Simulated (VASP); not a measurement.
Here is a VASP 6.6.1 calculation.

The input INCAR:

```
ALGO = Normal ; EDIFF = 1E-6
ENCUT = 520 ; GGA = PE
ISIF = 2 ; ISMEAR = 0
ISPIN = 2 ; LASPH = T
LCHARG = T ; LELF = T
LMAXMIX = 4 ; LORBIT = 11
LREAL = F ; LVHAR = T
LWAVE = F ; MAGMOM = 1 1 1 0 0
NBANDS = 35 ; NELM = 150
PREC = Accurate ; SIGMA = 0.1
```

File KPOINTS:

```
k-points
0
Gamma
  4 4 4
```

The input POSCAR:

```
Sc3TeBr
1.0
    4.9668395100      0.0000000000      0.0000000000
    0.0000000000      4.9668395100      0.0000000000
    0.0000000000      0.0000000000      4.9668395100
Sc Te Br
3 1 1
Direct
    0.0000000000      0.5000000000      0.5000000000
    0.5000000000      0.0000000000      0.5000000000
    0.5000000000      0.5000000000      0.0000000000
    0.0000000000      0.0000000000      0.0000000000
    0.5000000000      0.5000000000      0.5000000000
```

Potentials or basis: VASP PAW PBE potentials, release 64 (Sc_sv, Te, Br).

Command:

```bash
$ cat potpaw_PBE.64/Sc_sv/POTCAR potpaw_PBE.64/Te/POTCAR potpaw_PBE.64/Br/POTCAR > POTCAR
$ mpirun -np 1 vasp_std > vasp.out
```

(1) What does it give for the net moment?

(2) Estimate the pressure.

Results:

(1) 0.00 μB per cell.

(2) 1.2 GPa.
